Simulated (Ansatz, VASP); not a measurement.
**One calculation of As, two programs**

```
As
1.0
     3.57134    0.00000    0.00000
    -1.78567    3.09287    0.00000
     0.00000    0.00000   20.29528
As
4
Direct
  0.33333 0.66667 0.29059
  0.66667 0.33333 0.22173
  0.16667 0.33333 0.50333
  0.83333 0.66667 0.43447
```

Alike in both runs: task single point; functional PBE; dispersion D3(BJ); k mesh 9 × 9 × 1; occupations gaussian, width 0.05 eV; no spin polarisation.

|  | VASP | Ansatz |
| --- | --- | --- |
| version | VASP 6.6.1 | Ansatz 0.2.0 |
| potentials or method | VASP PAW PBE potentials, release 64 (As_d), cutoff 520 eV | scalar-relativistic, plane waves, PAW |
| valence electrons in the cell | 60 | 60 |

|  | VASP | Ansatz | Ansatz less VASP |
| --- | --- | --- | --- |
| gap on the k mesh at the Fermi level (eV) | 0.60 | 0.61 | +0.010 |
| least direct gap on the mesh (eV) | 1.27 | 1.28 | +0.011 |
| rms of the force components (eV/Å) | 0.015 | 0.026 | +0.0108 |

Atom by atom the forces differ by 0.014 eV/Å (rms over components).
